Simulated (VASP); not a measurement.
Runs of VASP 6.6.1 on K. The structure is that of space group I4/mmm (No. 139), or close to it. The cells are those of the table. 

```tsv
cell	further INCAR settings	gap on the mesh (eV)	pressure (GPa)
a = 4.604 Å, angles 108.3, 108.3, 111.9°, 1 atom	ALGO = Fast; EDIFF = 1e-07; NBANDS = 10	none	-0.1
a = 4.536 Å, angles 110.7, 110.7, 107.0°, 1 atom	ALGO = Fast; EDIFF = 1e-06; NBANDS = 10	none	0.1
a = 4.536 Å, angles 108.3, 108.3, 111.9°, 1 atom	ALGO = Fast; EDIFF = 1e-06; NBANDS = 10	none	0.1
a = 4.582 Å, angles 107.9, 107.9, 112.7°, 1 atom	ALGO = Fast; EDIFF = 1e-06; NBANDS = 10	none	(a)
```

Alike in all rows: task single point; level PBE; potentials or basis VASP PAW PBE potentials, release 64 (K_sv); no spin polarisation; k mesh 14 × 14 × 14; cutoff (eV) 520; smearing gaussian 0.15 eV.

Problem. Fill in the values left out.

Solution. (a) 0.0.

A gap of «none» marks levels without a gap at the run's occupations.
